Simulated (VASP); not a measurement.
Wanted: the native input for a VASP 6.6.1 run.

| Quantity | Value |
| --- | --- |
| Task | single point |
| Functional | PBEsol |
| Potentials or basis | VASP PAW PBE potentials, release 64 (Ga_d) |
| Cutoff | 520 eV |
| k mesh | 19 × 19 × 19 |
| Occupations | fermi-dirac, width 0.05 eV |
| Spin | no spin polarisation |
| Dipole correction | no |
| Further INCAR settings | ALGO = Normal; EDIFF = 1e-06; NBANDS = 20 |

The structure of Ga lies in POSCAR:

```
Ga
1.0
   -2.0537021465      2.0537021465      1.0760027091
    2.0537021465     -2.0537021465      1.0760027091
    2.0537021465      2.0537021465     -1.0760027091
Ga
2
Direct
   -0.3750000000     -0.1250000000     -0.2500000000
    0.3750000000      0.1250000000      0.2500000000
```

The input as run:

INCAR

```
PREC = Accurate ; ENCUT = 520
EDIFF = 1E-6 ; ISMEAR = -1
SIGMA = 0.05 ; LREAL = False
LASPH = True ; NELM = 80
ALGO = Normal ; ISIF = 2
LWAVE = False ; LCHARG = False
GGA = PS ; NBANDS = 20
```

KPOINTS

```
Automatic mesh
0
Gamma
  19 19 19
```

Potentials or basis: VASP PAW PBE potentials, release 64 (Ga_d).

Run with:

```bash
$ cat potpaw_PBE.64/Ga_d/POTCAR > POTCAR
$ mpirun -np 1 vasp_std > vasp.out
```

Results of the run:

- Pressure: 232.0 GPa
- Band gap on the k mesh: zero (bands 13 and 14 overlap by 11.76 eV)

Caveat: the cell stands under pressure; the PAW data sets were made with another functional, which shifts forces and pressure a little.

Run time: 55 s on 1 thread of Intel(R) Xeon(R) 6975P-C (Granite Rapids), on a shared host, peak memory 0.27 GiB.
